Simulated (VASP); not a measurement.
# BiPt2C (P-6m2) in VASP: single point with PBEsol

Aim: the single point of BiPt2C with PBEsol.

Everything below comes from runs of VASP 6.6.1. Logs are shortened: lines on timing, memory, paths and dates and some standing lists are left out, and cuts for length are marked.

**1. The cell of the first run**

Symmetry: P-6m2, No. 187, hexagonal system. Conventional cell: a = 4.275 Å, b = 4.275 Å, c = 4.953 Å, α = 90.00°, β = 90.00°, γ = 120.00°. Bi (site symmetry -6m2) has 6 Pt at 2.68 Å and 6 C at 3.50 Å within 3.5 Å. Pt (site symmetry 3m) has 1 Pt at 2.10 Å and 3 Bi at 2.68 Å within 2.8 Å. C (site symmetry -6m2) has 6 Pt at 2.85 Å and 6 Bi at 3.50 Å within 3.8 Å.

**2. Single point, PBEsol (Pb replaced by C, lengths x 0.926, strained)**

The input, INCAR:

```
PREC = Accurate
ENCUT = 520
EDIFF = 1E-7
ISMEAR = 0
SIGMA = 0.1
LREAL = F
LASPH = T
NELM = 100
ALGO = Fast
ISIF = 2
LWAVE = F
LCHARG = T
GGA = PS
LELF = T
LVHAR = T
NBANDS = 28
```

The input, KPOINTS:

```
regular mesh
0
Gamma
  12 12 8
```

The input, POSCAR:

```
BiPt2C
1.0
    4.2751190903      0.0000000000      0.0000000000
   -2.1375595451      3.7023617364      0.0000000000
    0.0000000000      0.0000000000      4.9531477622
Bi Pt C
1 2 1
Direct
    0.3333333300      0.6666666700      0.0000000000
    0.0000000000      0.0000000000      0.2117877889
    0.0000000000      0.0000000000      0.7882122111
    0.6666666700      0.3333333300      0.5000000000
```

Potentials or basis: VASP PAW PBE potentials, release 64 (Bi_d, Pt, C).

Run with:

```sh
$ cat potpaw_PBE.64/Bi_d/POTCAR potpaw_PBE.64/Pt/POTCAR potpaw_PBE.64/C/POTCAR > POTCAR
$ mpirun -np 1 vasp_std > vasp.out
```

OUTCAR:

```text
PREC = Accurate
   ENCUT = 520
   EDIFF = 1E-7
   ISMEAR = 0
   LREAL = F
   LASPH = T
   NELM = 100
   ISIF = 2
   GGA = PS

 ion  position               nearest neighbor table
   1  0.333  0.667  0.000-   2 2.68   3 2.68   2 2.68   3 2.68   2 2.68   3 2.68
   2  0.000  0.000  0.212-   3 2.10   1 2.68   1 2.68   1 2.68   3 2.86
   3  0.000  0.000  0.788-   2 2.10   1 2.68   1 2.68   1 2.68   2 2.86
   4  0.667  0.333  0.500-

  LATTYP: Found a hexagonal cell.
 ALAT       =     4.2751190903
 C/A-ratio  =     1.1585987800

  Lattice vectors:

 A1 = (   4.2751190903,   0.0000000000,   0.0000000000)
 A2 = (  -2.1375595451,   3.7023617364,   0.0000000000)
 A3 = (   0.0000000000,   0.0000000000,   4.9531477622)

Analysis of symmetry for initial positions (statically):
=====================================================================
 Subroutine PRICEL returns:
 Original cell was already a primitive cell.

 Routine SETGRP: Setting up the symmetry group for a
 hexagonal supercell.

 Subroutine GETGRP returns: Found 12 space group operations
 (whereof 12 operations were pure point group operations)
 out of a pool of 24 trial point group operations.

The static configuration has the point symmetry D_3h.

Analysis of symmetry for dynamics (positions and initial velocities):
=====================================================================
 Subroutine PRICEL returns:
 Original cell was already a primitive cell.

 Routine SETGRP: Setting up the symmetry group for a
 hexagonal supercell.

 Subroutine GETGRP returns: Found 12 space group operations
 (whereof 12 operations were pure point group operations)
 out of a pool of 24 trial point group operations.

The dynamic configuration has the point symmetry D_3h.

 Subroutine INISYM returns: Found 12 space group operations
 (whereof 12 operations are pure point group operations),
 and found     1 'primitive' translations

----------------------------------------------------------------------------------------

                                     Primitive cell

  volume of cell :      78.3986

  direct lattice vectors                    reciprocal lattice vectors
     4.275119090  0.000000000  0.000000000     0.233911612  0.135048932  0.000000000
    -2.137559545  3.702361736  0.000000000     0.000000000  0.270097865  0.000000000
     0.000000000  0.000000000  4.953147762     0.000000000  0.000000000  0.201891817

  length of vectors
     4.275119090  4.275119090  4.953147762     0.270097865  0.270097865  0.201891817

  position of ions in fractional coordinates (direct lattice)
     0.333333330  0.666666670  0.000000000
     0.000000000  0.000000000  0.211787789
     0.000000000  0.000000000  0.788212211
     0.666666670  0.333333330  0.500000000

  ion indices of the primitive-cell ions
   primitive index   ion index
                 1           1
                 2           2
                 3           3
                 4           4

----------------------------------------------------------------------------------------

 KPOINTS: regular mesh

Automatic generation of k-mesh.
 Grid dimensions read from file:
 generate k-points for:   12   12    8

 Generating k-lattice:

  Cartesian coordinates                     Fractional coordinates (reciprocal lattice)
     0.019492634  0.011254078  0.000000000     0.083333333  0.000000000  0.000000000
     0.000000000  0.022508155  0.000000000     0.000000000  0.083333333  0.000000000
     0.000000000  0.000000000  0.025236477     0.000000000  0.000000000  0.125000000

  Length of vectors
     0.022508155  0.022508155  0.025236477

  Shift w.r.t. Gamma in fractional coordinates (k-lattice)
     0.000000000  0.000000000  0.000000000

 Subroutine IBZKPT returns following result:
 ===========================================

 Found     95 irreducible k-points:

 Following reciprocal coordinates:
            Coordinates               Weight
  0.000000  0.000000  0.000000      1.000000
  0.083333 -0.000000  0.000000      6.000000
  0.166667  0.000000  0.000000      6.000000
  0.250000  0.000000  0.000000      6.000000
  0.333333  0.000000  0.000000      6.000000
  0.416667  0.000000  0.000000      6.000000
[... 16 lines left out ...]
  0.250000  0.000000  0.125000     12.000000
  0.333333  0.000000  0.125000     12.000000
 [... further k-points ...]
   k-points           NKPTS =     95   k-points in BZ     NKDIM =     95   number of bands    NBANDS=     28
   number of dos      NEDOS =    301   number of ions     NIONS =      4
   total plane-waves  NPLWV =  40960
   dimension x,y,z NGX =    32 NGY =   32 NGZ =   40
   dimension x,y,z NGXF=    64 NGYF=   64 NGZF=   80
   ions per type =               1   2   1
   NGX,Y,Z   is equivalent  to a cutoff of  12.44, 12.44, 13.43 a.u.
   NGXF,Y,Z  is equivalent  to a cutoff of  24.89, 24.89, 26.85 a.u.
 SYSTEM =  unknown system
   PREC   = accura    normal or accurate (medium, high low for compatibility)
   ISTART =      0    job   : 0-new  1-cont  2-samecut
   ICHARG =      2    charge: 1-file 2-atom 10-const
   ISPIN  =      1    spin polarized calculation?
   LNONCOLLINEAR =      F non collinear calculations
   LSORBIT =      F    spin-orbit coupling
   LASPH  =      T    aspherical Exc in radial PAW
   ENCUT  =  520.0 eV  38.22 Ry    6.18 a.u.   7.95  7.95  9.21*2*pi/ulx,y,z
   NELM   =    100;   NELMIN=  2; NELMDL= -5     # of ELM steps
   EDIFF  = 0.1E-06   stopping-criterion for ELM
   LREAL  =      F    real-space projection
   EDIFFG = 0.1E-05   stopping-criterion for IOM
   NSW    =      0    number of steps for IOM
   IBRION =     -1    ionic relax: 0-MD 1-quasi-New 2-CG
   NFREE  =      0    steps in history (QN), initial steepest desc. (CG)
   ISIF   =      2    stress and relaxation
   ISYM   =      2    0-nonsym 1-usesym 2-fastsym
   POTIM  = 0.5000    time-step for ionic-motion
   TEBEG  =    0.0;   TEEND  =   0.0 temperature during run
   PSTRESS=    0.0 pullay stress
   NELECT =      39.0000    total number of electrons
   NUPDOWN=      -1.0000    fix difference up-down
   EMIN   =  10.00;   EMAX   =-10.00  energy-range for DOS
   EFERMI =   0.00;   METHOD = LEGACY
   ISMEAR =     0;   SIGMA  =   0.10  broadening in eV -4-tet -1-fermi 0-gaus
   EFERMI_NEDOS =   21; number of points for ismear=-14 and -15
   IALGO  =     68    algorithm
   IMIX   =      4    mixing-type and parameters
     AMIX     =   0.40;   BMIX     =  1.00
     AMIX_MAG =   1.60;   BMIX_MAG =  1.00
  volume/ion in A,a.u.               =      19.60       132.26
  Fermi-wavevector in a.u.,A,eV,Ry     =   1.297160  2.451277 22.893494  1.682624
  Thomas-Fermi vector in A             =   2.428570
   LORBIT       =      0    0 simple, 1 ext, 2 COOP (PROOUT), +10 PAW based schemes
   GGA     = PS    functional components
   LHFCALC =     F    Hartree Fock is set to
   AEXX    =    0.0000 exact exchange contribution
   IVDW    =     0    specifies the selected vdW correction
   LEPSILON=     F    determine dielectric tensor
   LRPA    =     F    only Hartree local field effects (RPA)
 non-spin polarized calculation
 RMM-DIIS sequential band-by-band and
 Gauss-broadening in eV      SIGMA  =   0.10
  energy-cutoff  :      520.00
  volume of cell :       78.40
 maximum number of plane-waves:      2142
 NGX is ok and might be reduce to    32
   NGX = 15   NGY = 15   NGZ = 19

 number of electron      39.0000001 magnetization

 Free energy of the ion-electron system (eV)
  ---------------------------------------------------
  ext. energy  EPLUGINS =         0.00000000
  ---------------------------------------------------
  free energy    TOTEN  =       -19.08073803 eV

  energy without entropy =      -19.06729478  energy(sigma->0) =      -19.07401641

 E-fermi :   7.2123     XC(G=0): -11.2179

 val. band max:        7.1913621502   @ k =   0.0000   0.0000   0.0000
 cond. band min:       7.2143400407   @ k =   0.4167   0.0000   0.1250
 fundamental gap:      0.0229778905
 Fermi energy:         7.2122748497

 k-point     1 :       0.0000    0.0000    0.0000
  band No.  band energies     occupation
      1     -15.8814      2.00000
      2     -15.8814      2.00000
      3     -15.8677      2.00000
      4     -15.8642      2.00000
      5     -15.8642      2.00000
      6      -5.7915      2.00000
[... 20 lines left out ...]
     27      14.0771      0.00000
     28      15.8668      0.00000

 k-point     2 :       0.0833   -0.0000    0.0000
  band No.  band energies     occupation
      1     -15.8819      2.00000
      2     -15.8804      2.00000
      3     -15.8671      2.00000
      4     -15.8647      2.00000
      5     -15.8638      2.00000
      6      -5.7347      2.00000
[... 20 lines left out ...]
     27      14.3461      0.00000
     28      16.2010      0.00000

 k-point     3 :       0.1667    0.0000    0.0000
  band No.  band energies     occupation
      1     -15.8832      2.00000
      2     -15.8776      2.00000
      3     -15.8662      2.00000
      4     -15.8657      2.00000
      5     -15.8628      2.00000
      6      -5.5727      2.00000
[... 20 lines left out ...]
     27      15.0169      0.00000
     28      15.4508      0.00000

 k-point     4 :       0.2500    0.0000    0.0000
  band No.  band energies     occupation
      1     -15.8849      2.00000
      2     -15.8737      2.00000
      3     -15.8682      2.00000
      4     -15.8637      2.00000
      5     -15.8614      2.00000
      6      -5.3331      2.00000
[... 578 lines left out ...]
     27      14.5624      0.00000
     28      15.0534      0.00000

 k-point    23 :       0.2500    0.0000    0.1250
  band No.  band energies     occupation
      1     -15.8849      2.00000
      2     -15.8737      2.00000
      3     -15.8683      2.00000
      4     -15.8634      2.00000
      5     -15.8616      2.00000
      6      -5.2997      2.00000
[... 20 lines left out ...]
     27      15.2547      0.00000
     28      15.6819      0.00000

 k-point    24 :       0.3333    0.0000    0.1250
  band No.  band energies     occupation
      1     -15.8866      2.00000
      2     -15.8703      2.00000
      3     -15.8698      2.00000
      4     -15.8614      2.00000
      5     -15.8602      2.00000
      6      -5.0445      2.00000
[... 20 lines left out ...]
     27      15.5492      0.00000
     28      15.9432      0.00000

 [... further k-points ...]
[... 5 lines left out ...]
  --------------------------------------------------------------------------------------
  -------------------------------------------------------------------------------------
  Total        0.1884335      0.1884335     25.1243183      0.0000000      0.0000000      0.0000000
  in kB        3.8508839      3.8508839    513.4480620      0.0000000      0.0000000      0.0000000
  external PRESSURE =     173.7166099 kB  Pullay stress =       0.0000000 kB

 VOLUME and BASIS-vectors are now :
 -----------------------------------------------------------------------------
  energy-cutoff  :      520.00
  volume of cell :       78.40
      direct lattice vectors                 reciprocal lattice vectors
     4.275119090  0.000000000  0.000000000     0.233911612  0.135048932  0.000000000
    -2.137559545  3.702361736  0.000000000     0.000000000  0.270097865  0.000000000
     0.000000000  0.000000000  4.953147762     0.000000000  0.000000000  0.201891817

 POSITION                                       TOTAL-FORCE (eV/Angst)
 -----------------------------------------------------------------------------------
     -0.00000      2.46824      0.00000         0.000000      0.000000      0.000000
      0.00000      0.00000      1.04902        -0.000000     -0.000000     15.456228
      0.00000      0.00000      3.90413        -0.000000     -0.000000    -15.456228
      2.13756      1.23412      2.47657        -0.000000      0.000000      0.000000
 -----------------------------------------------------------------------------------
    total drift:                                0.000012     -0.000007     -0.000000

  FREE ENERGIE OF THE ION-ELECTRON SYSTEM (eV)
  ---------------------------------------------------
  free  energy   TOTEN  =       -19.0807380300 eV

  energy  without entropy=      -19.0672947850  energy(sigma->0) =      -19.07401641
```

Run time: 1.7 min. Hardware: 1 thread of Intel Xeon 6975P-C (Granite Rapids), shared host; peak memory 0.34 GiB.

Results:

| Quantity | Value |
| --- | --- |
| Free energy | -19.0807 eV |
| Pressure | 17.4 GPa |
| Largest force | 15.456 eV/Å |

Forces in eV/Å, atoms in the order of the input:
```
Bi    0.000   0.000   0.000
Pt    0.000   0.000  15.456
Pt    0.000   0.000 -15.456
C     0.000   0.000   0.000
```

Levels at points of the mesh, in eV from the Fermi level:
| k point | band 16 | band 17 | band 18 | band 19 | band 20 | band 21 | band 22 | band 23 |
| --- | --- | --- | --- | --- | --- | --- | --- | --- |
| (0.00, 0.00, 0.00) | -0.37 | -0.37 | -0.02 | -0.02 | 1.12 | 1.73 | 3.14 | 3.25 |
| (0.50, 0.00, 0.00) | -2.01 | -1.76 | -1.61 | -1.07 | -0.40 | -0.12 | 2.60 | 2.89 |
| (0.00, 0.00, 0.50) | -1.94 | -1.94 | -1.06 | -0.98 | 1.22 | 1.22 | 3.40 | 3.50 |
| (0.50, 0.00, 0.50) | -2.70 | -2.27 | -1.94 | -1.16 | 0.63 | 0.92 | 1.02 | 1.26 |

Caveat: the cell differs from its parent crystal (Pb replaced by C, lengths x 0.926, strained); the PAW data sets were made with another functional, which shifts forces and pressure a little; spin-orbit coupling is left out, which moves the levels of the heavy elements.
